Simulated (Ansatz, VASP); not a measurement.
## One calculation of SnO, two programs

```
CELL_PARAMETERS angstrom
2.69239 -2.69239 0.00000
2.69239 2.69239 0.00000
0.00000 0.00000 9.88135
ATOMIC_POSITIONS crystal
Sn 0.75009 0.24991 0.87116
Sn 0.24991 0.75009 0.13896
Sn 0.74991 0.25009 0.37116
Sn 0.25009 0.74991 0.63896
O 0.24990 0.25010 0.25000
O 0.75010 0.74990 0.75000
O 0.25010 0.24990 0.75000
O 0.74990 0.75010 0.25000
```

Change from the starting cell: all Sn atoms moved +0.050 Å, as atom 1 along Cartesian [0 0 1].

Alike in both runs: task single point; functional r2SCAN; k mesh 10 × 10 × 4; occupations gaussian, width 0.03 eV; no spin polarisation.

|  | VASP | Ansatz |
| --- | --- | --- |
| version | VASP 6.6.1 | Ansatz 0.2.0 |
| potentials or method | VASP PAW PBE potentials, release 64 (Sn_d, O), cutoff 520 eV | scalar-relativistic, plane waves, PAW |
| valence electrons in the cell | 80 | 80 |

Ansatz gave:

* gap on the k mesh at the Fermi level (eV): 0.36
* least direct gap on the mesh (eV): 1.98
* pressure (GPa): 0.1
* traceless stress, the component that is largest in VASP (GPa): -0.10
* rms of the force components (eV/Å): 0.226

Problem. Which values does VASP return?

Solution. gap on the k mesh at the Fermi level (eV): 0.37; least direct gap on the mesh (eV): 1.96; pressure (GPa): 0.6; traceless stress, the component that is largest in VASP (GPa): -0.15; rms of the force components (eV/Å): 0.237.

VASP's potentials were made for PBE, not for r2SCAN. Atom by atom the forces differ by 0.059 eV/Å (rms over components).
